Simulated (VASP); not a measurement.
# Te2Mo (P6_3/mmc) in VASP: notebook, part 2 of 2

VASP 6.6.1. Earlier steps stand in the parts before.

### 4 Single point, PBE

This run uses another cell than the first one, of 25.10 Å³/atom.

INCAR

```
PREC = Accurate
ENCUT = 520
EDIFF = 1E-7
ISMEAR = 0
SIGMA = 0.02
LREAL = False
LASPH = True
NELM = 100
ALGO = Normal
ISIF = 2
LWAVE = False
LCHARG = False
GGA = PE
NBANDS = 35
```

KPOINTS

```
regular mesh
0
Gamma
  12 12 2
```

POSCAR

```
Te2Mo
1.0
    3.5223956266      0.0000000000      0.0000000000
   -1.7611978133      3.0504840948      0.0000000000
    0.0000000000      0.0000000000     14.0146204237
Te Mo
4 2
Direct
    0.3333333333      0.6666666667      0.6205626604
    0.6666666667      0.3333333333      0.1205626604
    0.6666666667      0.3333333333      0.3794373396
    0.3333333333      0.6666666667      0.8794373396
    0.3333333333      0.6666666667      0.2500000000
    0.6666666667      0.3333333333      0.7500000000
```

Command:

```console
$ cat potpaw_PBE.64/Te/POTCAR potpaw_PBE.64/Mo_sv/POTCAR > POTCAR
$ mpirun -np 1 vasp_std > vasp.out
```

Run time: 2.5 min. Hardware: 1 thread of AMD EPYC 9R45 (Zen 5), shared host; peak memory 0.35 GiB.

The run converged. Its results:

- Free energy: -36.0023 eV
- Pressure: 2.0 GPa
- Largest force: 0.012 eV/Å
- Band gap on the k mesh: 0.76 eV (least direct gap 1.04 eV)

Forces on the atoms (eV/Å):
```
Te   0.000  0.000 -0.012
Te   0.000  0.000 -0.012
Te   0.000  0.000  0.012
Te   0.000  0.000  0.012
Mo   0.000  0.000  0.000
Mo   0.000  0.000  0.000
```

Stress tensor (GPa, compression positive):
```
1.97 0.00 0.00
0.00 1.97 0.00
0.00 0.00 2.05
```

Levels at points of the mesh, in eV from the valence-band top:
| k point | band 22 | band 23 | band 24 | band 25 | band 26 | band 27 | band 28 | band 29 | band 30 | band 31 |
| --- | --- | --- | --- | --- | --- | --- | --- | --- | --- | --- |
| (0.00, 0.00, 0.00) | -1.01 | -0.97 | -0.97 | -0.32 | 0.00 | 2.90 | 2.90 | 3.03 | 3.03 | 3.11 |
| (0.50, 0.00, 0.00) | -1.79 | -0.98 | -0.93 | -0.57 | -0.28 | 1.28 | 1.34 | 1.46 | 1.80 | 2.59 |
| (0.00, 0.00, 0.50) | -0.99 | -0.99 | -0.99 | -0.08 | -0.08 | 2.94 | 2.94 | 2.94 | 2.94 | 3.27 |
| (0.50, 0.00, 0.50) | -1.91 | -0.94 | -0.94 | -0.43 | -0.43 | 1.31 | 1.31 | 1.65 | 1.65 | 3.03 |

Caveat: semilocal functionals underestimate gaps, and a narrow one can read as zero; spin-orbit coupling is left out, which moves the levels of the heavy elements; this functional lacks dispersion, which binds layers or chains, so the pressure and a relaxed spacing across them are unreliable. A k mesh can miss the band edges.

### 5 Single point, PBE

This run uses another cell than the first one, of 22.15 Å³/atom.

INCAR

```
SYSTEM = Te2Mo
PREC = Accurate
ENCUT = 520
EDIFF = 1E-6
ISMEAR = 0
SIGMA = 0.02
LREAL = .FALSE.
LASPH = .TRUE.
NELM = 100
ALGO = Normal
ISIF = 2
LWAVE = .FALSE.
LCHARG = .FALSE.
GGA = PE
NBANDS = 35
```

KPOINTS

```
Automatic mesh
0
G
  12 12 4
  0 0 0
```

POSCAR

```
Te2Mo
1.0
    3.4155576044      0.0000000000      0.0000000000
   -1.7077788022      2.9579596535      0.0000000000
    0.0000000000      0.0000000000     13.1568857082
Te Mo
4 2
Direct
    0.3333333333      0.6666666667      0.6110831685
    0.6666666667      0.3333333333      0.1110831685
    0.6666666667      0.3333333333      0.3889168315
    0.3333333333      0.6666666667      0.8889168315
    0.3333333333      0.6666666667      0.2500000000
    0.6666666667      0.3333333333      0.7500000000
```

Potentials or basis: VASP PAW PBE potentials, release 64 (Te, Mo_sv).

Command:

```console
$ cat potpaw_PBE.64/Te/POTCAR potpaw_PBE.64/Mo_sv/POTCAR > POTCAR
$ mpirun -np 1 vasp_std > vasp.out
```

OUTCAR:

```text
SYSTEM = Te2Mo
   PREC = Accurate
   ENCUT = 520
   EDIFF = 1E-6
   ISMEAR = 0
   LREAL = .FALSE.
   LASPH = .TRUE.
   NELM = 100
   ISIF = 2
   GGA = PE

 ion  position               nearest neighbor table
   1  0.333  0.667  0.611-   6 2.69   6 2.69   6 2.69   3 3.53   3 3.53   3 3.53   4 3.66
   2  0.667  0.333  0.111-   5 2.69   5 2.69   5 2.69   4 3.53   4 3.53   4 3.53   3 3.66
   3  0.667  0.333  0.389-   5 2.69   5 2.69   5 2.69   1 3.53   1 3.53   1 3.53   2 3.66
   4  0.333  0.667  0.889-   6 2.69   6 2.69   6 2.69   2 3.53   2 3.53   2 3.53   1 3.66
   5  0.333  0.667  0.250-   2 2.69   3 2.69   2 2.69   3 2.69   2 2.69   3 2.69
   6  0.667  0.333  0.750-   1 2.69   4 2.69   1 2.69   4 2.69   1 2.69   4 2.69

  LATTYP: Found a hexagonal cell.
 ALAT       =     3.4155576044
 C/A-ratio  =     3.8520462051

  Lattice vectors:

 A1 = (   3.4155576044,   0.0000000000,   0.0000000000)
 A2 = (  -1.7077788022,   2.9579596535,   0.0000000000)
 A3 = (   0.0000000000,   0.0000000000,  13.1568857082)

Analysis of symmetry for initial positions (statically):
=====================================================================
 Subroutine PRICEL returns:
[... 186 lines left out ...]
 fundamental gap:      0.2218498245
 Fermi energy:        10.2915094131

 k-point     1 :       0.0000    0.0000    0.0000
  band No.  band energies     occupation
      1     -50.9220      2.00000
      2     -50.9219      2.00000
      3     -25.1455      2.00000
      4     -25.1454      2.00000
      5     -24.9460      2.00000
      6     -24.9460      2.00000
[... 901 lines left out ...]
     34      13.8480      0.00000
     35      14.8246      0.00000

 [... further k-points ...]

------------------------ aborting loop because EDIFF is reached ----------------------------------------

  FORCE on cell =-STRESS in cart. coord.  units (eV):
  Direction    XX          YY          ZZ          XY          YZ          ZX
  --------------------------------------------------------------------------------------
  -------------------------------------------------------------------------------------
  Total        8.2565794      8.2565794      8.3817663      0.0000000      0.0000000      0.0000000
  in kB       99.5184912     99.5184912    101.0273985      0.0000000      0.0000000      0.0000000
  external PRESSURE =     100.0214603 kB  Pullay stress =       0.0000000 kB

 VOLUME and BASIS-vectors are now :
 -----------------------------------------------------------------------------
  energy-cutoff  :      520.00
  volume of cell :      132.93
      direct lattice vectors                 reciprocal lattice vectors
     3.415557604  0.000000000  0.000000000     0.292777964  0.169035436  0.000000000
    -1.707778802  2.957959654  0.000000000     0.000000000  0.338070872  0.000000000
     0.000000000  0.000000000 13.156885708     0.000000000  0.000000000  0.076005829

 POSITION                                       TOTAL-FORCE (eV/Angst)
 -----------------------------------------------------------------------------------
     -0.00000      1.97197      8.03995         0.000000      0.000000     -0.020858
      1.70778      0.98599      1.46151         0.000000      0.000000     -0.020858
      1.70778      0.98599      5.11693         0.000000      0.000000      0.020858
     -0.00000      1.97197     11.69538         0.000000      0.000000      0.020858
     -0.00000      1.97197      3.28922        -0.000000     -0.000000      0.000000
      1.70778      0.98599      9.86766         0.000000      0.000000      0.000000
 -----------------------------------------------------------------------------------
    total drift:                                0.000000     -0.000000      0.000000

  FREE ENERGIE OF THE ION-ELECTRON SYSTEM (eV)
  ---------------------------------------------------
  free  energy   TOTEN  =       -35.4194536001 eV

  energy  without entropy=      -35.4194536001  energy(sigma->0) =      -35.41945360
```

stdout:

```text
POSCAR found type information on POSCAR TeMo
 POSCAR found :  2 types and       6 ions
 scaLAPACK will be used
 LDA part: xc-table for (Slater+PW92), standard interpolation
 POSCAR, INCAR and KPOINTS ok, starting setup
 FFT: planning ... GRIDC
 FFT: planning ... GRID_SOFT
 FFT: planning ... GRID
 WAVECAR not read
 entering main loop
```

Run time: 3.3 min. Hardware: 1 thread of AMD EPYC 9R45 (Zen 5), shared host; peak memory 0.35 GiB.

Results:

```yaml
Free_energy: -35.4195 eV
Pressure: 10.0 GPa
Largest_force: 0.021 eV/Å
Band_gap_on_the_k_mesh: 0.22 eV (least direct gap 0.64 eV)
```

Forces on the atoms (eV/Å):
```
Te   0.000  0.000 -0.021
Te   0.000  0.000 -0.021
Te   0.000  0.000  0.021
Te   0.000  0.000  0.021
Mo   0.000  0.000  0.000
Mo   0.000  0.000  0.000
```

Caveat: the cell stands under pressure; semilocal functionals underestimate gaps, and a narrow one can read as zero; spin-orbit coupling is left out, which moves the levels of the heavy elements; this functional lacks dispersion, which binds layers or chains, so the pressure and a relaxed spacing across them are unreliable. A k mesh can miss the band edges.

### 6 Relaxation of cell and atoms, PBE

This run uses another cell than the first one, of 26.88 Å³/atom.

INCAR

```
  ALGO = Normal
  EDIFF = 1E-6
  EDIFFG = -0.005
  ENCUT = 600
  GGA = PE
  IBRION = 2
  ISIF = 3
  ISMEAR = 0
  LASPH = True
  LCHARG = False
  LREAL = False
  LWAVE = False
  NELM = 80
  NSW = 100
  PREC = Accurate
  SIGMA = 0.02
```

KPOINTS

```
k-points
0
Gamma
  9 9 2
```

POSCAR

```
Te2Mo
1.0
    3.5656545593      0.0000000000      0.0000000000
   -1.7828272797      3.0879474295      0.0000000000
    0.0000000000      0.0000000000     14.6477784100
Te Mo
4 2
Direct
    0.3333333300      0.6666666700      0.6278226900
    0.6666666700      0.3333333300      0.1278226900
    0.6666666700      0.3333333300      0.3721773100
    0.3333333300      0.6666666700      0.8721773100
    0.3333333300      0.6666666700      0.2500000000
    0.6666666700      0.3333333300      0.7500000000
```

Potentials or basis: VASP PAW PBE potentials, release 64 (Te, Mo_sv).

Command:

```console
$ cat potpaw_PBE.64/Te/POTCAR potpaw_PBE.64/Mo_sv/POTCAR > POTCAR
$ mpirun -np 1 vasp_std > vasp.out
```

Run time: 18 min. Hardware: 1 thread of Oxide Virtual Turin-like, shared host; peak memory 0.36 GiB.

Results (log left out):

| Property | Result |
| --- | --- |
| Free energy | -36.0739 eV |
| Relaxed volume | 27.87 Å³/atom |
| Relaxed cell | a = 3.555 Å, b = 3.555 Å, c = 15.280 Å, α = 90.00°, β = 90.00°, γ = 120.00° |
| Space group after relaxing (to 0.1 Å) | P6_3/mmc (No. 194) |
| Energy gained by relaxing | 2.2 meV/atom |
| Ionic steps | 13 |
| Pressure after relaxing | 0.0 GPa |
| Band gap on the k mesh | 1.03 eV |

Step by step:
```
step  energy change (eV)  largest force (eV/Å)  pressure (GPa)  volume (Å³)
   1              0.0000                0.2013            0.73       161.28
   2              0.0045                0.2860           -1.46       164.14
   3             -0.0074                0.0192           -0.26       162.53
   4             -0.0094                0.0281           -0.02       161.92
   5             -0.0094                0.0304            0.05       161.78
   6             -0.0094                0.0303            0.05       161.79
   7             -0.0094                0.0293            0.01       161.86
   8             -0.0094                0.0299            0.04       161.82
   9             -0.0096                0.0294            0.04       161.93
  10             -0.0102                0.0279            0.02       162.28
  11             -0.0112                0.0249            0.01       162.99
  12             -0.0125                0.0183            0.01       164.40
  13             -0.0133                0.0013            0.01       167.21
```

Final structure:
```
Te Mo
1.0
     3.55477    0.00000    0.00000
    -1.77738    3.07852    0.00000
     0.00000    0.00000   15.27952
Te Mo
4 2
Direct
  0.33333 0.66667 0.63157
  0.66667 0.33333 0.13157
  0.66667 0.33333 0.36843
  0.33333 0.66667 0.86843
  0.33333 0.66667 0.25000
  0.66667 0.33333 0.75000
```

Levels at points of the mesh, in eV from the valence-band top:
```tsv
k point	band 23	band 24	band 25	band 26	band 27	band 28	band 29	band 30
(0.00, 0.00, 0.00)	-0.91	-0.91	-0.77	-0.13	2.98	2.98	3.02	3.02
(0.00, 0.00, 0.50)	-0.91	-0.91	-0.28	-0.28	3.00	3.00	3.00	3.00
```

Caveat: spin-orbit coupling is left out, which moves the levels of the heavy elements; this functional lacks dispersion, which binds layers or chains, so the pressure and a relaxed spacing across them are unreliable. A k mesh can miss the band edges.

### 7 The runs side by side

```csv
task,cell,k mesh,cutoff (eV),smearing,gap on the mesh (eV),pressure (GPa),largest force (eV/Å)
single point,"a = 3.321, b = 3.321, c = 12.722 Å, angles 90.0, 90.0, 120.0°, 6 atoms, atomic positions A",12 × 12 × 4,520,gaussian 0.01 eV,none,20.0,0.02
single point,"a = 3.478, b = 3.478, c = 13.536 Å, angles 90.0, 90.0, 120.0°, 6 atoms, atomic positions B",12 × 12 × 2,520,gaussian 0.02 eV,0.55,5.0,0.02
single point,"a = 3.522, b = 3.522, c = 14.015 Å, angles 90.0, 90.0, 120.0°, 6 atoms, atomic positions C",12 × 12 × 2,520,gaussian 0.02 eV,0.76,2.0,0.01
single point,"a = 3.416, b = 3.416, c = 13.157 Å, angles 90.0, 90.0, 120.0°, 6 atoms, atomic positions D",12 × 12 × 4,520,gaussian 0.02 eV,0.22,10.0,0.02
relaxation of cell and atoms,"relaxed from a = 3.566, b = 3.566, c = 14.648 Å, angles 90.0, 90.0, 120.0°, 6 atoms, atomic positions E",9 × 9 × 2,600,gaussian 0.02 eV,1.03,0.0,-
```

Alike in all rows: level PBE; potentials or basis VASP PAW PBE potentials, release 64 (Te, Mo_sv); no spin polarisation.

Caveats: spin-orbit coupling is left out, which moves the levels of the heavy elements; this functional lacks dispersion, which binds layers or chains, so the pressure and a relaxed spacing across them are unreliable (at least some runs); the cell stands under pressure (at least some runs); semilocal functionals underestimate gaps, and a narrow one can read as zero (at least some runs).

Absolute energies hang on the potentials; compare differences alone.
